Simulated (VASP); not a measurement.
# CuAu3 (P4/mmm) in VASP: notebook

The runs below take CuAu3 through single point, with PBEsol.

All numbers are computed with VASP 6.6.1; they aren't measurements. Logs are shortened: lines on timing, memory, paths and dates and some standing lists are left out, and cuts for length are marked.

### 1 The cell of the first run

The structure is tetragonal, space group P4/mmm (No. 123). The conventional cell has a = 3.915 Å, b = 3.915 Å, c = 4.213 Å, α = 90.00°, β = 90.00°, γ = 90.00°. Within 3.6 Å of Cu (site symmetry 4/mmm) lie 12 Au at 2.77 to 2.88 Å. Au (site symmetry 4/mmm) has 4 Cu at 2.77 Å and 8 Au at 2.88 Å within 3.6 Å. Within 3.6 Å of Au (site symmetry mmm) lie 8 Au at 2.77 to 2.88 Å and 4 Cu at 2.88 Å.

### 2 Single point, PBEsol (uniaxial strain along a: +6.0 %)

INCAR

```
  PREC = Accurate
  ENCUT = 520
  EDIFF = 1E-6
  ISMEAR = 0
  SIGMA = 0.1
  LREAL = False
  LASPH = True
  NELM = 60
  ALGO = Fast
  ISIF = 2
  LWAVE = False
  LCHARG = False
  GGA = PS
  NBANDS = 30
```

KPOINTS

```
Automatic mesh
0
Gamma
  14 14 14
```

POSCAR

```
CuAu3
1.0
    4.2127068537      0.0000000000      0.0000000000
    0.0000000000      3.9146379725      0.0000000000
    0.0000000000      0.0000000000      3.9146379725
Cu Au
1 3
Direct
    0.0000000000      0.0000000000      0.0000000000
    0.0000000000      0.5000000000      0.5000000000
    0.5000000000      0.0000000000      0.5000000000
    0.5000000000      0.5000000000      0.0000000000
```

Potentials or basis: VASP PAW PBE potentials, release 64 (Cu, Au).

Run with:

```console
> cat potpaw_PBE.64/Cu/POTCAR potpaw_PBE.64/Au/POTCAR > POTCAR
> mpirun -np 1 vasp_std > vasp.out
```

OUTCAR:

```text
PREC = Accurate
   ENCUT = 520
   EDIFF = 1E-6
   ISMEAR = 0
   LREAL = False
   LASPH = True
   NELM = 60
   ISIF = 2
   GGA = PS

 ion  position               nearest neighbor table
   1  0.000  0.000  0.000-   2 2.77   2 2.77   2 2.77   2 2.77   3 2.88   4 2.88   4 2.88   3 2.88
                             3 2.88   4 2.88   3 2.88   4 2.88
   2  0.000  0.500  0.500-   1 2.77   1 2.77   1 2.77   1 2.77   4 2.88   4 2.88   3 2.88   3 2.88
                             3 2.88   4 2.88   4 2.88   3 2.88
   3  0.500  0.000  0.500-   4 2.77   4 2.77   4 2.77   4 2.77   2 2.88   2 2.88   1 2.88   1 2.88
                             1 2.88   2 2.88   1 2.88   2 2.88
   4  0.500  0.500  0.000-   3 2.77   3 2.77   3 2.77   3 2.77   2 2.88   1 2.88   1 2.88   2 2.88
                             1 2.88   2 2.88   2 2.88   1 2.88

  LATTYP: Found a simple tetragonal cell.
 ALAT       =     3.9146379725
 C/A-ratio  =     1.0761421320

  Lattice vectors:

 A1 = (   0.0000000000,   3.9146379725,   0.0000000000)
 A2 = (   0.0000000000,   0.0000000000,   3.9146379725)
 A3 = (   4.2127068537,   0.0000000000,   0.0000000000)

Analysis of symmetry for initial positions (statically):
=====================================================================
 Subroutine PRICEL returns:
 Original cell was already a primitive cell.

 Routine SETGRP: Setting up the symmetry group for a
 simple tetragonal supercell.

 Subroutine GETGRP returns: Found 16 space group operations
 (whereof 16 operations were pure point group operations)
 out of a pool of 16 trial point group operations.

The static configuration has the point symmetry D_4h.

Analysis of symmetry for dynamics (positions and initial velocities):
=====================================================================
 Subroutine PRICEL returns:
 Original cell was already a primitive cell.

 Routine SETGRP: Setting up the symmetry group for a
 simple tetragonal supercell.

 Subroutine GETGRP returns: Found 16 space group operations
 (whereof 16 operations were pure point group operations)
 out of a pool of 16 trial point group operations.

The dynamic configuration has the point symmetry D_4h.

 Subroutine INISYM returns: Found 16 space group operations
 (whereof 16 operations are pure point group operations),
 and found     1 'primitive' translations

----------------------------------------------------------------------------------------

                                     Primitive cell

  volume of cell :      64.5572

  direct lattice vectors                    reciprocal lattice vectors
[... 95 lines left out ...]
   IBRION =     -1    ionic relax: 0-MD 1-quasi-New 2-CG
   NFREE  =      0    steps in history (QN), initial steepest desc. (CG)
   ISIF   =      2    stress and relaxation
   ISYM   =      2    0-nonsym 1-usesym 2-fastsym
   POTIM  = 0.5000    time-step for ionic-motion
   TEBEG  =    0.0;   TEEND  =   0.0 temperature during run
   PSTRESS=    0.0 pullay stress
   NELECT =      44.0000    total number of electrons
   NUPDOWN=      -1.0000    fix difference up-down
   EMIN   =  10.00;   EMAX   =-10.00  energy-range for DOS
   EFERMI =   0.00;   METHOD = LEGACY
   ISMEAR =     0;   SIGMA  =   0.10  broadening in eV -4-tet -1-fermi 0-gaus
   EFERMI_NEDOS =   21; number of points for ismear=-14 and -15
   IALGO  =     68    algorithm
   IMIX   =      4    mixing-type and parameters
     AMIX     =   0.40;   BMIX     =  1.00
     AMIX_MAG =   1.60;   BMIX_MAG =  1.00
  volume/ion in A,a.u.               =      16.14       108.91
  Fermi-wavevector in a.u.,A,eV,Ry     =   1.440713  2.722553 28.240999  2.075655
  Thomas-Fermi vector in A             =   2.559427
   LORBIT       =      0    0 simple, 1 ext, 2 COOP (PROOUT), +10 PAW based schemes
   GGA     = PS    functional components
   LHFCALC =     F    Hartree Fock is set to
   AEXX    =    0.0000 exact exchange contribution
   IVDW    =     0    specifies the selected vdW correction
   LEPSILON=     F    determine dielectric tensor
   LRPA    =     F    only Hartree local field effects (RPA)
 non-spin polarized calculation
 RMM-DIIS sequential band-by-band and
 Gauss-broadening in eV      SIGMA  =   0.10
  energy-cutoff  :      520.00
  volume of cell :       64.56
 maximum number of plane-waves:      1756
 NGX is ok and might be reduce to    32
   NGX = 15   NGY = 15   NGZ = 15

 number of electron      44.0000028 magnetization

 Free energy of the ion-electron system (eV)
  ---------------------------------------------------
  ext. energy  EPLUGINS =         0.00000000
  ---------------------------------------------------
  free energy    TOTEN  =       -16.13761633 eV

  energy without entropy =      -16.13212982  energy(sigma->0) =      -16.13487308

 E-fermi :   8.6509     XC(G=0): -12.7313

 val. band max:        8.6351331359   @ k =   0.1429   0.5000   0.5000
 cond. band min:       8.6598228990   @ k =   0.2857   0.2857   0.0000
 fundamental gap:      0.0246897631
 Fermi energy:         8.6509391708

 k-point     1 :       0.0000    0.0000    0.0000
  band No.  band energies     occupation
      1      -1.0949      2.00000
      2       1.3681      2.00000
      3       2.0705      2.00000
      4       2.1322      2.00000
      5       2.2373      2.00000
      6       2.2373      2.00000
[... 781 lines left out ...]
     29      18.8611      0.00000
     30      19.8089      0.00000

 [... further k-points ...]

------------------------ aborting loop because EDIFF is reached ----------------------------------------

  FORCE on cell =-STRESS in cart. coord.  units (eV):
  Direction    XX          YY          ZZ          XY          YZ          ZX
  --------------------------------------------------------------------------------------
  -------------------------------------------------------------------------------------
  Total       -2.7925349     -1.1673141     -1.1673141     -0.0000000      0.0000000      0.0000000
  in kB      -69.3050270    -28.9703579    -28.9703579     -0.0000000      0.0000000      0.0000000
  external PRESSURE =     -42.4152476 kB  Pullay stress =       0.0000000 kB

 VOLUME and BASIS-vectors are now :
 -----------------------------------------------------------------------------
  energy-cutoff  :      520.00
  volume of cell :       64.56
      direct lattice vectors                 reciprocal lattice vectors
     4.212706854  0.000000000  0.000000000     0.237377068  0.000000000  0.000000000
     0.000000000  3.914637973  0.000000000     0.000000000  0.255451464  0.000000000
     0.000000000  0.000000000  3.914637973     0.000000000  0.000000000  0.255451464

 POSITION                                       TOTAL-FORCE (eV/Angst)
 -----------------------------------------------------------------------------------
      0.00000      0.00000      0.00000         0.000000      0.000000      0.000000
      0.00000      1.95732      1.95732         0.000000      0.000000      0.000000
      2.10635      0.00000      1.95732         0.000000      0.000000      0.000000
      2.10635      1.95732      0.00000         0.000000      0.000000      0.000000
 -----------------------------------------------------------------------------------
    total drift:                                0.000000     -0.000000     -0.000000

  FREE ENERGIE OF THE ION-ELECTRON SYSTEM (eV)
  ---------------------------------------------------
  free  energy   TOTEN  =       -16.1376163283 eV

  energy  without entropy=      -16.1321298249  energy(sigma->0) =      -16.13487308
```

OSZICAR:

```text
N       E                     dE             d eps       ncg     rms          rms(c)
DAV:   1     0.357575748451E+03    0.35758E+03   -0.21499E+04 17654   0.179E+03
DAV:   2     0.443678486065E+01   -0.35314E+03   -0.32828E+03 18444   0.391E+02
DAV:   3    -0.175214259476E+02   -0.21958E+02   -0.21053E+02 19468   0.100E+02
DAV:   4    -0.179360169356E+02   -0.41459E+00   -0.41387E+00 19582   0.128E+01
DAV:   5    -0.179487655399E+02   -0.12749E-01   -0.12748E-01 23388   0.243E+00    0.178E+01
RMM:   6    -0.167462011918E+02    0.12026E+01   -0.81925E+00 18738   0.345E+01    0.953E+00
RMM:   7    -0.164150394634E+02    0.33116E+00   -0.50616E+00 19090   0.225E+01    0.102E+01
RMM:   8    -0.161674308448E+02    0.24761E+00   -0.96962E-01 18915   0.117E+01    0.373E+00
RMM:   9    -0.161837967432E+02   -0.16366E-01   -0.37399E-01 19772   0.739E+00    0.231E+00
RMM:  10    -0.161368269946E+02    0.46970E-01   -0.16497E-01 20578   0.443E+00    0.339E-01
RMM:  11    -0.161381398233E+02   -0.13128E-02   -0.23425E-02 21434   0.901E-01    0.241E-01
RMM:  12    -0.161379911334E+02    0.14869E-03   -0.22159E-03 23910   0.355E-01    0.165E-01
RMM:  13    -0.161380114237E+02   -0.20290E-04   -0.37430E-03 21134   0.637E-01    0.188E-01
RMM:  14    -0.161376029030E+02    0.40852E-03   -0.86197E-04 19695   0.340E-01    0.167E-02
RMM:  15    -0.161376146127E+02   -0.11710E-04   -0.16093E-04 23665   0.703E-02    0.383E-03
RMM:  16    -0.161376162851E+02   -0.16724E-05   -0.17469E-05 18332   0.296E-02    0.412E-03
RMM:  17    -0.161376163283E+02   -0.43177E-07   -0.24161E-06 13759   0.130E-02
   1 F= -.16137616E+02 E0= -.16134873E+02  d E =-.548650E-02
```

Wall time 6.3 min (1 thread of Intel Xeon Platinum 8259CL at 2.50GHz (Skylake/Cascade Lake), shared host); peak memory 0.55 GiB.

What came out:

```yaml
Free_energy: -16.1376 eV
Pressure: -4.2 GPa
Band_gap_on_the_k_mesh: zero (bands 22 and 23 overlap by 1.96 eV)
```

Levels at points of the mesh, in eV from the Fermi level:
| k point | band 20 | band 21 | band 22 | band 23 | band 24 | band 25 |
| --- | --- | --- | --- | --- | --- | --- |
| (0.00, 0.00, 0.00) | -1.30 | -1.23 | 0.23 | 1.47 | 1.47 | 4.78 |
| (0.50, 0.00, 0.00) | -1.78 | -1.30 | -1.23 | 5.67 | 5.85 | 5.85 |
| (0.00, 0.50, 0.00) | -1.95 | -1.70 | -1.52 | 4.68 | 4.92 | 5.31 |
| (0.50, 0.50, 0.00) | -2.12 | -0.87 | -0.33 | -0.29 | -0.28 | 8.59 |
| (0.00, 0.50, 0.50) | -2.05 | -0.51 | 0.06 | 0.30 | 0.30 | 7.58 |
| (0.50, 0.50, 0.50) | -1.52 | -1.03 | -0.98 | -0.97 | -0.97 | 2.71 |

Caveat: the cell differs from its parent crystal (uniaxial strain along a: +6.0 %); the cell stands under tension; the PAW data sets were made with another functional, which shifts forces and pressure a little; spin-orbit coupling is left out, which moves the levels of the heavy elements.

[end of part 1 of 2]
